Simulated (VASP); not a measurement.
Wanted: the native input for a VASP 6.6.1 run.

| Item | Value |
| --- | --- |
| Task | single point |
| Functional | PBE |
| Potentials or basis | VASP PAW PBE potentials, release 64 (K_sv, Cl) |
| Cutoff | 520 eV |
| k mesh | 8 × 8 × 8 |
| Occupations | gaussian, width 0.05 eV |
| Spin | no spin polarisation |
| Dipole correction | no |
| Further INCAR settings | ALGO = Normal; EDIFF = 1e-06; NBANDS = 15 |

The structure of KCl lies in POSCAR:

```
KCl
1.0
    3.5604884759      0.0000000000      0.0000000000
    0.0000000000      3.5604884759      0.0000000000
    0.0000000000      0.0000000000      3.5604884759
K Cl
1 1
Direct
    0.0000000000      0.0000000000      0.0000000000
    0.5000000000      0.5000000000      0.5000000000
```

This cell differs from its parent crystal: volume scaled by 0.800.

These files were run (other wordings do the same):

INCAR

```
SYSTEM = KCl
PREC = Accurate
ENCUT = 520
EDIFF = 1E-6
ISMEAR = 0
SIGMA = 0.05
LREAL = .FALSE.
LASPH = .TRUE.
NELM = 60
ALGO = Normal
ISIF = 2
LWAVE = .FALSE.
LCHARG = .FALSE.
GGA = PE
NBANDS = 15
```

KPOINTS

```
regular mesh
0
G
  8 8 8
  0 0 0
```

Potentials or basis: VASP PAW PBE potentials, release 64 (K_sv, Cl).

The run is started by

```console
$ cat potpaw_PBE.64/K_sv/POTCAR potpaw_PBE.64/Cl/POTCAR > POTCAR
$ mpirun -np 1 vasp_std > vasp.out
```

It gave:

- Pressure: 7.2 GPa
- Band gap on the k mesh: 5.93 eV, indirect (least direct gap 6.17 eV)

Wall time 32 s on 1 thread of Intel Xeon 8259CL, on a shared host, peak memory 0.17 GiB.
